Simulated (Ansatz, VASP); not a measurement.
## Si2Ni: VASP beside Ansatz

Contents of INCAR:

```
  PREC = Accurate
  ENCUT = 590
  EDIFF = 1E-6
  ISMEAR = 0
  SIGMA = 0.05
  LREAL = False
  LASPH = True
  NELM = 200
  ALGO = Normal
  ISIF = 2
  LWAVE = False
  LCHARG = False
  ISPIN = 2
  MAGMOM = 1 0 0
  LORBIT = 11
  LMAXMIX = 4
  LDAU = True
  LDAUTYPE = 2
  LDAUL = 2 -1
  LDAUU = 5 0
  LDAUJ = 0 0
  LDAUPRINT = 1
  GGA = RE
  IVDW = 13
  NBANDS = 24
  GGA_COMPAT = False
```

File KPOINTS:

```
Automatic mesh
0
Gamma
  9 9 9
```

Contents of POSCAR:

```
Si2Ni
1.0
    0.0000000000      2.7030000000      2.7030000000
    2.7030000000      0.0000000000      2.7030000000
    2.7030000000      2.7030000000      0.0000000000
Ni Si
1 2
Direct
    0.0000000000      0.0000000000      0.0000000000
    0.7500000000      0.7500000000      0.7500000000
    0.2500000000      0.2500000000      0.2500000000
```

File input.yaml:

```yaml
crystal:
  lattice:
    - [0.0, 2.703, 2.703]
    - [2.703, 0.0, 2.703]
    - [2.703, 2.703, 0.0]
  atoms:
    - { symbol: Ni, position: [0.0, 0.0, 0.0], spin: 1.0 }
    - { symbol: Si, position: [0.75, 0.75, 0.75] }
    - { symbol: Si, position: [0.25, 0.25, 0.25] }
hamiltonian:
  xc: revpbe
  pseudopotentials: { kind: paw }
  dispersion: d4
  hubbard:
    sites: [{ species: Ni, l: d, u_eff: 5.0 }]
    projectors: all-electron-atomic
magnetization:
  spin_polarized: true
kpoints:
  mp_grid: { grid: [9, 9, 9] }
  band_path:
    path:
      - [[0.0, 0.0, 0.0], [0.5, 0.0, 0.5], [0.5, 0.25, 0.75], [0.375, 0.375, 0.75], [0.0, 0.0, 0.0], [0.5, 0.5, 0.5], [0.625, 0.25, 0.625], [0.5, 0.25, 0.75], [0.5, 0.5, 0.5], [0.375, 0.375, 0.75]]
      - [[0.625, 0.25, 0.625], [0.5, 0.0, 0.5]]
    npoints: 14
scf:
  occupations: { method: gaussian, width: 0.05 }
  n_extra_bands: 7
output:
  forces: true
  stress: true
  eigenvalues: true
  fatbands: false
```

Alike in both runs: functional revPBE; dispersion D4; k mesh 9 × 9 × 9; occupations gaussian, width 0.05 eV; collinear spin; Hubbard terms Ni d U = 5.0 eV.

|  | VASP | Ansatz |
| --- | --- | --- |
| version | VASP 6.6.1 | Ansatz 0.2.0 |
| potentials or method | VASP PAW PBE potentials, release 64 (Ni_sv_GW, Si) | Ansatz PAW |
| plane-wave cutoff (eV) | 590 | 420 |
| valence electrons in the cell | 26 | 26 |
| task | single point | band structure |

VASP gave:

| Property | Result |
| --- | --- |
| gap on the k mesh at the Fermi level (eV) | none |
| pressure (GPa) | -6.3 |
| net moment per atom (μB) | 0.00 |

Problem. What did Ansatz give for the same quantities?

Solution. gap on the k mesh at the Fermi level (eV): none; pressure (GPa): -5.6; net moment per atom (μB): 0.00.

VASP's potentials were made for PBE, not for revPBE. The programs project onto different local orbitals, so the same U acts differently, and such runs can settle in different states. A gap of «none» marks a metal or a gap that the smearing closes.

Noted on Ansatz's run: the magnetic or orbital state may not be the lowest.
